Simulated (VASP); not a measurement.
# BiO3 (P4/mmm) in VASP: notebook

Runs on BiO3. Level: PBE. Tasks: single point, relaxation of cell and atoms.

All numbers are computed with VASP 6.6.1; they aren't measurements. Logs are shortened: lines on timing, memory, paths and dates and some standing lists are left out, and cuts for length are marked.

## (1) The cell of the first run

Symmetry: P4/mmm, No. 123, tetragonal system. Conventional cell: a = 3.644 Å, b = 3.644 Å, c = 4.308 Å, α = 90.00°, β = 90.00°, γ = 90.00°. Within 2.9 Å of Bi (site symmetry 4/mmm) lie 10 O at 2.15 to 2.68 Å. O (site symmetry 4mm) has 1 O at 1.50 Å within 2.0 Å. Within 2.9 Å of O (site symmetry 4/mmm) lie 2 Bi at 2.15 Å.

## (2) Single point, PBE

INCAR reads:

```
SYSTEM = BiO3
PREC = Accurate ; ENCUT = 520
EDIFF = 1E-6 ; ISMEAR = 0
SIGMA = 0.1 ; LREAL = .False.
LASPH = .True. ; NELM = 100
ALGO = Normal ; ISIF = 2
LWAVE = .False. ; LCHARG = .True.
GGA = PE ; LELF = .True.
LVHAR = .True. ; NBANDS = 24
```

KPOINTS reads:

```
regular mesh
0
Gamma
  12 12 12
  0 0 0
```

POSCAR reads:

```
BiO3
1.0
    3.6440655362      0.0000000000      0.0000000000
    0.0000000000      3.6440655362      0.0000000000
    0.0000000000      0.0000000000      4.3083918677
Bi O
1 3
Direct
    0.5000000000      0.5000000000      0.5000000000
    0.0000000000      0.0000000000      0.6741166057
    0.0000000000      0.0000000000      0.3258833943
    0.5000000000      0.5000000000      0.0000000000
```

Potentials or basis: VASP PAW PBE potentials, release 64 (Bi_d, O).

Launch:

```bash
$ cat potpaw_PBE.64/Bi_d/POTCAR potpaw_PBE.64/O/POTCAR > POTCAR
$ mpirun -np 1 vasp_std > vasp.out
```

OUTCAR:

```text
SYSTEM = BiO3
   PREC = Accurate
   ENCUT = 520
   EDIFF = 1E-6
   ISMEAR = 0
   LREAL = .False.
   LASPH = .True.
   NELM = 100
   ISIF = 2
   GGA = PE

 ion  position               nearest neighbor table
   1  0.500  0.500  0.500-   4 2.15   4 2.15   2 2.68   3 2.68   2 2.68   3 2.68   2 2.68   3 2.68
                             2 2.68   3 2.68
   2  0.000  0.000  0.674-   3 1.50   1 2.68   1 2.68   1 2.68   1 2.68
   3  0.000  0.000  0.326-   2 1.50   1 2.68   1 2.68   1 2.68   1 2.68
   4  0.500  0.500  0.000-   1 2.15   1 2.15

  LATTYP: Found a simple tetragonal cell.
 ALAT       =     3.6440655362
 C/A-ratio  =     1.1823036180

  Lattice vectors:

 A1 = (   3.6440655362,   0.0000000000,   0.0000000000)
 A2 = (   0.0000000000,   3.6440655362,   0.0000000000)
 A3 = (   0.0000000000,   0.0000000000,   4.3083918677)

Analysis of symmetry for initial positions (statically):
=====================================================================
 Subroutine PRICEL returns:
 Original cell was already a primitive cell.

 Routine SETGRP: Setting up the symmetry group for a
 simple tetragonal supercell.

 Subroutine GETGRP returns: Found 16 space group operations
 (whereof 16 operations were pure point group operations)
 out of a pool of 16 trial point group operations.

The static configuration has the point symmetry D_4h.

Analysis of symmetry for dynamics (positions and initial velocities):
=====================================================================
 Subroutine PRICEL returns:
 Original cell was already a primitive cell.

 Routine SETGRP: Setting up the symmetry group for a
 simple tetragonal supercell.

 Subroutine GETGRP returns: Found 16 space group operations
 (whereof 16 operations were pure point group operations)
 out of a pool of 16 trial point group operations.

The dynamic configuration has the point symmetry D_4h.

 Subroutine INISYM returns: Found 16 space group operations
 (whereof 16 operations are pure point group operations),
 and found     1 'primitive' translations

----------------------------------------------------------------------------------------

                                     Primitive cell

  volume of cell :      57.2121

  direct lattice vectors                    reciprocal lattice vectors
     3.644065536  0.000000000  0.000000000     0.274418775  0.000000000  0.000000000
     0.000000000  3.644065536  0.000000000     0.000000000  0.274418775  0.000000000
     0.000000000  0.000000000  4.308391868     0.000000000  0.000000000  0.232105164

[... 89 lines left out ...]
   EDIFFG = 0.1E-04   stopping-criterion for IOM
   NSW    =      0    number of steps for IOM
   IBRION =     -1    ionic relax: 0-MD 1-quasi-New 2-CG
   NFREE  =      0    steps in history (QN), initial steepest desc. (CG)
   ISIF   =      2    stress and relaxation
   ISYM   =      2    0-nonsym 1-usesym 2-fastsym
   POTIM  = 0.5000    time-step for ionic-motion
   TEBEG  =    0.0;   TEEND  =   0.0 temperature during run
   PSTRESS=    0.0 pullay stress
   NELECT =      33.0000    total number of electrons
   NUPDOWN=      -1.0000    fix difference up-down
   EMIN   =  10.00;   EMAX   =-10.00  energy-range for DOS
   EFERMI =   0.00;   METHOD = LEGACY
   ISMEAR =     0;   SIGMA  =   0.10  broadening in eV -4-tet -1-fermi 0-gaus
   EFERMI_NEDOS =   21; number of points for ismear=-14 and -15
   IALGO  =     38    algorithm
   IMIX   =      4    mixing-type and parameters
     AMIX     =   0.40;   BMIX     =  1.00
     AMIX_MAG =   1.60;   BMIX_MAG =  1.00
  volume/ion in A,a.u.               =      14.30        96.52
  Fermi-wavevector in a.u.,A,eV,Ry     =   1.362752  2.575229 25.267300  1.857094
  Thomas-Fermi vector in A             =   2.489215
   LORBIT       =      0    0 simple, 1 ext, 2 COOP (PROOUT), +10 PAW based schemes
   GGA     = PE    functional components
   LHFCALC =     F    Hartree Fock is set to
   AEXX    =    0.0000 exact exchange contribution
   IVDW    =     0    specifies the selected vdW correction
   LEPSILON=     F    determine dielectric tensor
   LRPA    =     F    only Hartree local field effects (RPA)
 non-spin polarized calculation
 Gauss-broadening in eV      SIGMA  =   0.10
  energy-cutoff  :      520.00
  volume of cell :       57.21
 maximum number of plane-waves:      1572
 NGX is ok and might be reduce to    28

 number of electron      33.0000005 magnetization

 Free energy of the ion-electron system (eV)
  ---------------------------------------------------
  ext. energy  EPLUGINS =         0.00000000
  ---------------------------------------------------
  free energy    TOTEN  =       -18.77551138 eV

  energy without entropy =      -18.75520283  energy(sigma->0) =      -18.76535710

 E-fermi :   4.0946     XC(G=0): -10.3023

 val. band max:        4.0888068203   @ k =   0.4167   0.2500   0.4167
 cond. band min:       4.0989789188   @ k =   0.5000   0.0000   0.3333
 fundamental gap:      0.0101720985
 Fermi energy:         4.0945692971

 k-point     1 :       0.0000    0.0000    0.0000
  band No.  band energies     occupation
      1     -19.0746      2.00000
      2     -19.0371      2.00000
      3     -18.9419      2.00000
      4     -18.6767      2.00000
      5     -18.6767      2.00000
      6     -17.2289      2.00000
[... 637 lines left out ...]
     23      16.9664      0.00000
     24      17.6509      0.00000

 [... further k-points ...]

------------------------ aborting loop because EDIFF is reached ----------------------------------------

  FORCE on cell =-STRESS in cart. coord.  units (eV):
  Direction    XX          YY          ZZ          XY          YZ          ZX
  --------------------------------------------------------------------------------------
  -------------------------------------------------------------------------------------
  Total       -0.0237054     -0.0237054      0.4328737      0.0000000     -0.0000000      0.0000000
  in kB       -0.6638493     -0.6638493     12.1222781      0.0000000     -0.0000000      0.0000000
  external PRESSURE =       3.5981932 kB  Pullay stress =       0.0000000 kB

 VOLUME and BASIS-vectors are now :
 -----------------------------------------------------------------------------
  energy-cutoff  :      520.00
  volume of cell :       57.21
      direct lattice vectors                 reciprocal lattice vectors
     3.644065536  0.000000000  0.000000000     0.274418775  0.000000000  0.000000000
     0.000000000  3.644065536  0.000000000     0.000000000  0.274418775  0.000000000
     0.000000000  0.000000000  4.308391868     0.000000000  0.000000000  0.232105164

 POSITION                                       TOTAL-FORCE (eV/Angst)
 -----------------------------------------------------------------------------------
      1.82203      1.82203      2.15420        -0.000000      0.000000      0.000000
      0.00000      0.00000      2.90436         0.000000      0.000000      0.210933
      0.00000      0.00000      1.40403        -0.000000      0.000000     -0.210933
      1.82203      1.82203      0.00000        -0.000000      0.000000      0.000000
 -----------------------------------------------------------------------------------
    total drift:                                0.000000      0.000000      0.000000

  FREE ENERGIE OF THE ION-ELECTRON SYSTEM (eV)
  ---------------------------------------------------
  free  energy   TOTEN  =       -18.7755113753 eV

  energy  without entropy=      -18.7552028254  energy(sigma->0) =      -18.76535710
```

stdout:

```text
POSCAR found type information on POSCAR BiO
 POSCAR found :  2 types and       4 ions
 scaLAPACK will be used
 LDA part: xc-table for (Slater+PW92), standard interpolation
 POSCAR, INCAR and KPOINTS ok, starting setup
 FFT: planning ... GRIDC
 FFT: planning ... GRID_SOFT
 FFT: planning ... GRID
 WAVECAR not read
 entering main loop
```

Run time: 2.2 min. Hardware: 1 thread of Intel Xeon Platinum 8488C (Sapphire Rapids), shared host; peak memory 0.33 GiB.

What came out:

- Free energy: -18.7755 eV
- Pressure: 0.4 GPa
- Largest force: 0.211 eV/Å

Forces on the atoms (eV/Å):
```
Bi   0.000  0.000  0.000
O    0.000  0.000  0.211
O    0.000  0.000 -0.211
O    0.000  0.000  0.000
```

Levels at points of the mesh, in eV from the Fermi level:
```
           k point  band 13  band 14  band 15  band 16  band 17  band 18  band 19  band 20  band 21  band 22
(0.00, 0.00, 0.00)    -4.96    -1.00    -1.00    -0.25    -0.25     5.26     6.06     6.06     7.14     7.74
(0.50, 0.00, 0.00)    -2.47    -2.21    -1.43    -0.43    -0.27     1.35     4.49     5.26     9.50    10.63
(0.50, 0.50, 0.00)    -4.86    -1.20    -1.20    -0.67    -0.67     3.99     3.99     5.28     9.44    13.20
(0.00, 0.00, 0.50)    -1.44    -1.44     0.12     0.17     0.17     3.48     4.46     5.35     5.35     7.79
(0.50, 0.00, 0.50)    -1.52    -1.39    -0.88    -0.49    -0.10     0.82     3.46     4.01     6.30    11.34
(0.50, 0.50, 0.50)    -2.36    -2.36     0.23     0.23     0.55     3.56     3.56     3.84     5.74    12.58
```

Caveat: spin-orbit coupling is left out, which moves the levels of the heavy elements; an odd number of electrons without spin polarisation forces a metal; a magnetic or distorted state may lie lower.

## (3) Relaxation of cell and atoms, PBE

This run uses another cell than the first one, of 14.19 Å³/atom, 0.992 times its volume.

INCAR reads:

```
SYSTEM = BiO3
PREC = Accurate ; ENCUT = 600
EDIFF = 1E-7 ; ISMEAR = 0
SIGMA = 0.1 ; LREAL = .False.
LASPH = .True. ; NELM = 100
ALGO = Normal ; ISIF = 3
LWAVE = .False. ; LCHARG = .False.
GGA = PE ; IBRION = 2
NSW = 100 ; EDIFFG = -0.01
```

KPOINTS reads:

```
Automatic mesh
0
Gamma
  12 12 12
  0 0 0
```

POSCAR reads:

```
BiO3
1.0
    3.6427061330      0.0000000000      0.0000000000
    0.0000000000      3.6427061330      0.0000000000
    0.0000000000      0.0000000000      4.2763392372
Bi O
1 3
Direct
    0.5000000000      0.5000000000      0.5000000000
    0.0000000000      0.0000000000      0.6757878326
    0.0000000000      0.0000000000      0.3242121674
    0.5000000000      0.5000000000      0.0000000000
```

Potentials or basis: VASP PAW PBE potentials, release 64 (Bi_d, O).

Launch:

```bash
$ cat potpaw_PBE.64/Bi_d/POTCAR potpaw_PBE.64/O/POTCAR > POTCAR
$ mpirun -np 1 vasp_std > vasp.out
```

It took 8.3 min on 1 thread of Intel Xeon Platinum 8488C (Sapphire Rapids), shared host; peak memory 0.37 GiB.

Results (log left out):

```
Free energy                            : -18.7812 eV
Relaxed volume                         : 14.26 Å³/atom
Relaxed cell                           : a = 3.637 Å, b = 3.637 Å, c = 4.313 Å, α = 90.00°, β = 90.00°, γ = 90.00°
Space group after relaxing (to 0.05 Å) : P4/mmm (No. 123)
Energy gained by relaxing              : 1.1 meV/atom
Ionic steps                            : 4
Pressure after relaxing                : -0.1 GPa
Largest force after relaxing           : 0.007 eV/Å
```

Forces in eV/Å, atoms in the order of the input:
```
Bi   0.000  0.000  0.000
O    0.000  0.000 -0.007
O    0.000  0.000  0.007
O    0.000  0.000  0.000
```

Stress tensor (GPa, compression positive):
```
-0.09  0.00  0.00
 0.00 -0.09  0.00
 0.00  0.00  0.01
```

Step by step:
```
step  energy change (eV)  largest force (eV/Å)  pressure (GPa)  volume (Å³)
   1              0.0000                0.1326            1.01        56.74
   2              0.0034                0.4881           -1.66        57.48
   3             -0.0033                0.1349           -0.13        57.04
   4             -0.0045                0.0067           -0.06        57.05
```

Final structure:
```
Bi O
1.0
     3.63715    0.00000    0.00000
     0.00000    3.63715    0.00000
     0.00000    0.00000    4.31263
Bi O
1 3
Direct
  0.50000 0.50000 0.50000
  0.00000 0.00000 0.67526
  0.00000 0.00000 0.32474
  0.50000 0.50000 0.00000
```

Levels at points of the mesh, in eV from the Fermi level:
```csv
k point,band 15,band 16,band 17,band 18,band 19,band 20
"(0.00, 0.00, 0.00)",-0.97,-0.27,-0.27,5.10,6.11,6.11
"(0.50, 0.00, 0.00)",-1.40,-0.45,-0.29,1.37,4.53,5.10
"(0.50, 0.50, 0.00)",-1.17,-0.69,-0.69,4.03,4.03,5.12
"(0.00, 0.00, 0.50)",0.13,0.16,0.16,3.37,4.43,5.42
"(0.50, 0.00, 0.50)",-0.85,-0.51,-0.07,0.83,3.51,3.86
"(0.50, 0.50, 0.50)",0.23,0.23,0.55,3.62,3.62,3.69
```

Caveat: spin-orbit coupling is left out, which moves the levels of the heavy elements; an odd number of electrons without spin polarisation forces a metal; a magnetic or distorted state may lie lower.

## (4) Single point, PBE

This run uses another cell than the first one, of the same volume but with other edges.

INCAR reads:

```
PREC     = Accurate       # precision mode
ENCUT    = 520            # plane-wave cutoff, eV
EDIFF    = 1E-6           # SCF threshold, eV
ISMEAR   = 0              # smearing method
SIGMA    = 0.1            # smearing width, eV
LREAL    = F              # projectors in reciprocal space
LASPH    = T              # aspherical terms in the spheres
NELM     = 100            # most SCF steps
ALGO     = Normal         # electronic algorithm
ISIF     = 2              # what is computed and relaxed
LWAVE    = F              # write WAVECAR
LCHARG   = F              # write CHGCAR
GGA      = PE             # functional
NBANDS   = 24             # bands
```

KPOINTS reads:

```
Automatic mesh
0
Gamma
  6 6 4
```

POSCAR reads:

```
BiO3
1.0
    3.0434911200      0.0000000000      0.0000000000
    0.0000000000      3.0434911200      0.0000000000
    0.0000000000      0.0000000000      6.1679617400
Bi O
1 3
Direct
    0.5000000000      0.5000000000      0.5000000000
    0.0000000000      0.0000000000      0.7474227500
    0.0000000000      0.0000000000      0.2525772500
    0.5000000000      0.5000000000      0.0000000000
```

Launch:

```bash
$ cat potpaw_PBE.64/Bi_d/POTCAR potpaw_PBE.64/O/POTCAR > POTCAR
$ mpirun -np 1 vasp_std > vasp.out
```

Run time: 29 s. Hardware: 1 thread of Intel Xeon Platinum 8488C (Sapphire Rapids), shared host; peak memory 0.18 GiB.

Results (log left out):

```
Free energy   : -14.9261 eV
Pressure      : -8.4 GPa
Largest force : 1.908 eV/Å
```

Forces on the atoms (eV/Å):
```
Bi   0.000  0.000  0.000
O    0.000  0.000 -1.908
O    0.000  0.000  1.908
O    0.000  0.000  0.000
```

Stress tensor (GPa, compression positive):
```
 -0.16   0.00   0.00
  0.00  -0.16   0.00
  0.00   0.00 -25.00
```

Levels at points of the mesh, in eV from the Fermi level:
| k point | band 12 | band 13 | band 14 | band 15 | band 16 | band 17 | band 18 | band 19 | band 20 | band 21 |
| --- | --- | --- | --- | --- | --- | --- | --- | --- | --- | --- |
| (0.00, 0.00, 0.00) | -1.67 | -1.21 | -0.88 | -0.70 | -0.70 | 0.18 | 0.18 | 3.60 | 7.40 | 7.40 |
| (0.50, 0.00, 0.00) | -1.35 | -0.71 | -0.69 | -0.62 | -0.54 | -0.05 | -0.04 | 2.02 | 5.64 | 8.27 |
| (0.50, 0.50, 0.00) | -2.06 | -2.06 | -2.01 | -1.19 | -1.12 | -1.12 | -0.59 | 2.22 | 2.22 | 4.45 |
| (0.00, 0.00, 0.50) | -1.37 | -1.37 | -1.19 | -1.19 | 0.36 | 0.36 | 0.51 | 2.50 | 7.41 | 7.41 |
| (0.50, 0.00, 0.50) | -2.41 | -1.66 | -0.67 | -0.66 | -0.04 | 0.18 | 0.47 | 1.80 | 5.44 | 8.23 |
| (0.50, 0.50, 0.50) | -2.85 | -2.85 | -1.60 | -1.08 | -0.65 | -0.22 | -0.22 | 1.93 | 1.93 | 3.57 |

Caveat: spin-orbit coupling is left out, which moves the levels of the heavy elements; an odd number of electrons without spin polarisation forces a metal; a magnetic or distorted state may lie lower.

## (5) Summary

```tsv
task	cell	k mesh	cutoff (eV)	gap on the mesh (eV)	pressure (GPa)	largest force (eV/Å)
single point	a = 3.644, b = 3.644, c = 4.308 Å, 4 atoms	12 × 12 × 12	520	none	0.4	0.21
relaxation of cell and atoms	relaxed from a = 3.643, b = 3.643, c = 4.276 Å, 4 atoms	12 × 12 × 12	600	none	-0.1	0.01
single point	a = 3.043, b = 3.043, c = 6.168 Å, 4 atoms	6 × 6 × 4	520	none	-8.4	1.91
```

Alike in all rows: level PBE; potentials or basis VASP PAW PBE potentials, release 64 (Bi_d, O); no spin polarisation; smearing gaussian 0.1 eV.

Caveats: spin-orbit coupling is left out, which moves the levels of the heavy elements; an odd number of electrons without spin polarisation forces a metal; a magnetic or distorted state may lie lower.

Absolute energies hang on the potentials; compare differences alone.
